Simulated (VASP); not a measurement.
# PtSe2 (C2/m) in VASP: a series of runs

The runs below take PtSe2 through single point, with PBEsol+D3(BJ).

Everything below comes from runs of VASP 6.6.1. Logs are shortened: lines on timing, memory, paths and dates and some standing lists are left out, and cuts for length are marked.

### 1 The cell of the first run

Symmetry: C2/m, No. 12, monoclinic system. Conventional cell: a = 5.505 Å, b = 4.019 Å, c = 4.630 Å, α = 90.00°, β = 90.00°, γ = 90.00°. Within 2.9 Å of Pt (site symmetry 2/m) lie 6 Se at 2.23 to 2.54 Å. Within 2.9 Å of Se (site symmetry m) lie 3 Pt at 2.23 to 2.54 Å and 1 Se at 2.80 Å.

### 2 Single point, PBEsol+D3(BJ) (normal strain along x +0.0750, normal strain along y -0.1500)

The input, INCAR:

```
SYSTEM = PtSe2
  PREC = Accurate
  ENCUT = 520
  EDIFF = 1E-7
  ISMEAR = 0
  SIGMA = 0.15
  LREAL = .FALSE.
  LASPH = .TRUE.
  NELM = 100
  ALGO = Normal
  ISIF = 2
  LWAVE = .FALSE.
  LCHARG = .FALSE.
  GGA = PS
  IVDW = 12
  NBANDS = 18
```

The input, KPOINTS:

```
regular mesh
0
G
  12 12 8
  0 0 0
```

The input, POSCAR:

```
PtSe2
1.0
    4.0192794499      0.0000000000      0.0000000000
   -2.0096397250      2.7522589696      0.0000000000
    0.0000000000      0.0000000000      4.6296715343
Pt Se
1 2
Direct
    0.0000000000      0.0000000000      0.0000000000
    0.3333333333      0.6666666667      0.2721511594
    0.6666666667      0.3333333333      0.7278488406
```

Potentials or basis: VASP PAW PBE potentials, release 64 (Pt, Se).

Started as:

```sh
> cat potpaw_PBE.64/Pt/POTCAR potpaw_PBE.64/Se/POTCAR > POTCAR
> mpirun -np 1 vasp_std > vasp.out
```

OUTCAR:

```text
SYSTEM = PtSe2
   PREC = Accurate
   ENCUT = 520
   EDIFF = 1E-7
   ISMEAR = 0
   LREAL = .FALSE.
   LASPH = .TRUE.
   NELM = 100
   ISIF = 2
   GGA = PS
   IVDW = 12
 IVDW          = 12

 ion  position               nearest neighbor table
   1  0.000  0.000  0.000-   2 2.23   3 2.23   3 2.54   2 2.54   3 2.54   2 2.54
   2  0.333  0.667  0.272-   1 2.23   1 2.54   1 2.54
   3  0.667  0.333  0.728-   1 2.23   1 2.54   1 2.54

  Warning from LATTYP: Monoclinic adjustment (A1->A3, A2->A1, A3->A2)!
  LATTYP: Found a base centered orthorhombic cell.
 ALAT       =     4.0192794499
 B/A-ratio  =     1.3695285456
 C/A-ratio  =     1.1518660476

  Lattice vectors:

 A1 = (   2.0096397250,  -2.7522589696,   0.0000000000)
 A2 = (   2.0096397249,   2.7522589696,   0.0000000000)
 A3 = (   0.0000000000,   0.0000000000,   4.6296715343)

Analysis of symmetry for initial positions (statically):
=====================================================================
 Subroutine PRICEL returns:
 Original cell was already a primitive cell.

 Routine SETGRP: Setting up the symmetry group for a
 base centered orthorhombic supercell.

 Subroutine GETGRP returns: Found  4 space group operations
 (whereof  4 operations were pure point group operations)
 out of a pool of  8 trial point group operations.

The static configuration has the point symmetry C_2h.

Analysis of symmetry for dynamics (positions and initial velocities):
=====================================================================
 Subroutine PRICEL returns:
 Original cell was already a primitive cell.

 Routine SETGRP: Setting up the symmetry group for a
 base centered orthorhombic supercell.

 Subroutine GETGRP returns: Found  4 space group operations
 (whereof  4 operations were pure point group operations)
 out of a pool of  8 trial point group operations.

The dynamic configuration has the point symmetry C_2h.

 Subroutine INISYM returns: Found  4 space group operations
 (whereof  4 operations are pure point group operations),
 and found     1 'primitive' translations

----------------------------------------------------------------------------------------

                                     Primitive cell

  volume of cell :      51.2139

  direct lattice vectors                    reciprocal lattice vectors
     4.019279450  0.000000000  0.000000000     0.248800814  0.181668951  0.000000000
    -2.009639725  2.752258970  0.000000000     0.000000000  0.363337902  0.000000000
     0.000000000  0.000000000  4.629671534     0.000000000  0.000000000  0.215998045

  length of vectors
[... 86 lines left out ...]
   EDIFFG = 0.1E-05   stopping-criterion for IOM
   NSW    =      0    number of steps for IOM
   IBRION =     -1    ionic relax: 0-MD 1-quasi-New 2-CG
   NFREE  =      0    steps in history (QN), initial steepest desc. (CG)
   ISIF   =      2    stress and relaxation
   ISYM   =      2    0-nonsym 1-usesym 2-fastsym
   POTIM  = 0.5000    time-step for ionic-motion
   TEBEG  =    0.0;   TEEND  =   0.0 temperature during run
   PSTRESS=    0.0 pullay stress
   NELECT =      22.0000    total number of electrons
   NUPDOWN=      -1.0000    fix difference up-down
   EMIN   =  10.00;   EMAX   =-10.00  energy-range for DOS
   EFERMI =   0.00;   METHOD = LEGACY
   ISMEAR =     0;   SIGMA  =   0.15  broadening in eV -4-tet -1-fermi 0-gaus
   EFERMI_NEDOS =   21; number of points for ismear=-14 and -15
   IALGO  =     38    algorithm
   IMIX   =      4    mixing-type and parameters
     AMIX     =   0.40;   BMIX     =  1.00
     AMIX_MAG =   1.60;   BMIX_MAG =  1.00
  volume/ion in A,a.u.               =      17.07       115.20
  Fermi-wavevector in a.u.,A,eV,Ry     =   1.235245  2.334275 20.760186  1.525831
  Thomas-Fermi vector in A             =   2.369902
   LORBIT       =      0    0 simple, 1 ext, 2 COOP (PROOUT), +10 PAW based schemes
   GGA     = PS    functional components
   LHFCALC =     F    Hartree Fock is set to
   AEXX    =    0.0000 exact exchange contribution
   IVDW    =    12    specifies the selected vdW correction
   LEPSILON=     F    determine dielectric tensor
   LRPA    =     F    only Hartree local field effects (RPA)
 non-spin polarized calculation
 Gauss-broadening in eV      SIGMA  =   0.15
  energy-cutoff  :      520.00
  volume of cell :       51.21
 maximum number of plane-waves:      1395
 NGX is ok and might be reduce to    30
   NGX = 15   NGY = 13   NGZ = 17

 number of electron      21.9999999 magnetization

 Free energy of the ion-electron system (eV)
  ---------------------------------------------------
  ext. energy  EPLUGINS =         0.00000000
  ---------------------------------------------------
  free energy    TOTEN  =       -14.37705170 eV

  energy without entropy =      -14.36513921  energy(sigma->0) =      -14.37109545

 E-fermi :   8.5906     XC(G=0): -11.7425

 val. band max:        8.5875119173   @ k =  -0.4167  -0.1667   0.2500
 cond. band min:       8.5921899256   @ k =   0.3333   0.1667   0.0000
 fundamental gap:      0.0046780083
 Fermi energy:         8.5905533941

 k-point     1 :       0.0000    0.0000    0.0000
  band No.  band energies     occupation
      1      -8.4385      2.00000
      2      -4.3334      2.00000
      3       0.0736      2.00000
      4       1.3371      2.00000
      5       1.4922      2.00000
      6       3.9334      2.00000
[... 481 lines left out ...]
      5       2.3233      2.00000
      6       3.3047      2.00000
[... 10 lines left out ...]
     17      18.3018      0.00000
     18      19.1006      0.00000

 [... further k-points ...]

------------------------ aborting loop because EDIFF is reached ----------------------------------------

 Edisp (eV)   -1.52962

 E8    (eV) :    -0.9961

  FORCE on cell =-STRESS in cart. coord.  units (eV):
  Direction    XX          YY          ZZ          XY          YZ          ZX
  --------------------------------------------------------------------------------------
  -------------------------------------------------------------------------------------
  Total      -0.24411    17.79636     6.98684    -0.00000     8.97198    -0.00000
  in kB      -7.63672   556.74223   218.57650    -0.00000   280.67986    -0.00000
  external pressure =      255.89 kB  Pullay stress =        0.00 kB

 VOLUME and BASIS-vectors are now :
 -----------------------------------------------------------------------------
  energy-cutoff  :      520.00
  volume of cell :       51.21
      direct lattice vectors                 reciprocal lattice vectors
     4.019279450  0.000000000  0.000000000     0.248800814  0.181668951  0.000000000
    -2.009639725  2.752258970  0.000000000     0.000000000  0.363337902  0.000000000
     0.000000000  0.000000000  4.629671534     0.000000000  0.000000000  0.215998045

 POSITION                                       TOTAL-FORCE (eV/Angst)
 -----------------------------------------------------------------------------------
      0.00000      0.00000      0.00000         0.000000      0.000000      0.000000
     -0.00000      1.83484      1.25997        -0.000000      2.527111      2.115372
      2.00964      0.91742      3.36970         0.000000     -2.527111     -2.115372
 -----------------------------------------------------------------------------------
    total drift:                                0.000000      0.000000     -0.000000

  FREE ENERGIE OF THE ION-ELECTRON SYSTEM (eV)
  ---------------------------------------------------
  free  energy   TOTEN  =       -15.9066740392 eV

  energy  without entropy=      -15.8947615559  energy(sigma->0) =      -15.90071780
```

OSZICAR:

```text
N       E                     dE             d eps       ncg     rms          rms(c)
DAV:   1     0.110748203068E+03    0.11075E+03   -0.10400E+04 11752   0.110E+03
DAV:   2    -0.102760284883E+02   -0.12102E+03   -0.11713E+03 13932   0.221E+02
DAV:   3    -0.150640110644E+02   -0.47880E+01   -0.47226E+01 13994   0.429E+01
DAV:   4    -0.150973486033E+02   -0.33338E-01   -0.33285E-01 14094   0.383E+00
DAV:   5    -0.150976191173E+02   -0.27051E-03   -0.27051E-03 13480   0.349E-01    0.185E+01
DAV:   6    -0.145347727639E+02    0.56285E+00   -0.32372E+00 12008   0.165E+01    0.105E+01
DAV:   7    -0.144131654781E+02    0.12161E+00   -0.64680E-01 11816   0.814E+00    0.527E+00
DAV:   8    -0.143784558063E+02    0.34710E-01   -0.49406E-02 12690   0.208E+00    0.670E-01
DAV:   9    -0.143770567895E+02    0.13990E-02   -0.71965E-03 12534   0.727E-01    0.135E-01
DAV:  10    -0.143770568973E+02   -0.10785E-06   -0.83596E-04 13618   0.223E-01    0.616E-02
DAV:  11    -0.143770521540E+02    0.47434E-05   -0.48363E-05 12830   0.551E-02    0.311E-02
DAV:  12    -0.143770517665E+02    0.38741E-06   -0.63859E-06 13012   0.193E-02    0.425E-03
DAV:  13    -0.143770516961E+02    0.70488E-07   -0.43754E-07 12970   0.472E-03
   1 F= -.15906674E+02 E0= -.15900718E+02  d E =-.119125E-01
```

Wall time 5.2 min (1 thread of Intel Xeon 8259CL, shared host); peak memory 0.43 GiB.

Results:

| Item | Value |
| --- | --- |
| Free energy | -15.9067 eV |
| Pressure | 25.6 GPa |
| Largest force | 3.296 eV/Å |
| Band gap on the k mesh | zero (bands 11 and 12 overlap by 1.39 eV) |
| Dispersion energy per atom | -0.510 eV |

Forces in eV/Å, atoms in the order of the input:
```
Pt   0.000  0.000  0.000
Se   0.000  2.527  2.115
Se   0.000 -2.527 -2.115
```

Levels at points of the mesh, in eV from the Fermi level:
| k point | band 9 | band 10 | band 11 | band 12 | band 13 | band 14 |
| --- | --- | --- | --- | --- | --- | --- |
| (0.00, 0.00, 0.00) | -1.35 | -0.55 | 0.92 | 1.04 | 1.16 | 3.19 |
| (0.50, 0.00, 0.00) | -3.20 | -3.01 | -2.82 | 0.28 | 3.29 | 6.52 |
| (0.00, 0.50, 0.00) | -3.50 | -3.49 | -2.71 | 1.37 | 2.69 | 4.22 |
| (0.00, 0.00, 0.50) | -2.19 | -1.46 | -1.22 | 2.49 | 2.56 | 4.71 |
| (0.50, 0.00, 0.50) | -3.13 | -1.80 | -0.73 | 0.85 | 2.51 | 4.82 |
| (0.00, 0.50, 0.50) | -3.49 | -2.70 | -1.99 | -0.01 | 1.44 | 4.52 |

Caveat: the cell differs from its parent crystal (normal strain along x +0.0750, normal strain along y -0.1500); the stress differs along the axes, from -1 to 56 GPa; the PAW data sets were made with another functional, which shifts forces and pressure a little; spin-orbit coupling is left out, which moves the levels of the heavy elements.

(Continued in part 2 of 3.)

The gap in the log of VASP goes by the Fermi energy; the results here count the filled bands.